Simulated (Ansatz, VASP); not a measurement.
## Two plane-wave programs on In2S

```
In S
1.0
     5.01754    0.00000    0.00000
    -2.50877    4.34532    0.00000
     0.00000    0.00000    3.80753
In S
2 1
Direct
  0.33333 0.66667 0.42695
  0.66667 0.33333 0.42695
  0.00000 0.00000 0.76801
```

Alike in both runs: functional PBE; k mesh 6 × 6 × 4; occupations gaussian, width 0.1 eV; no spin polarisation.

Ansatz relaxed the structure, and its values are those at the end. VASP's run is a single point on that final structure, the one shown.

```csv
,VASP,Ansatz
version,VASP 6.6.1,Ansatz 0.2.0
potentials or method,"VASP PAW PBE potentials, release 64 (In_d, S), cutoff 520 eV","scalar-relativistic, plane waves, PAW"
valence electrons in the cell,32,32
```

|  | VASP | Ansatz | Ansatz less VASP |
| --- | --- | --- | --- |
| gap on the k mesh at the Fermi level (eV) | none | none | - |
| pressure (GPa) | 0.0 | 0.1 | +0.05 |
| rms of the force components (eV/Å) | 0.014 | 0.014 | -0.0004 |

A gap of «none» marks a metal or a gap that the smearing closes. The functional is the same, so the differences come from potentials, cutoffs and numerics.

The k mesh is coarse, so the values compare programs but aren't converged.
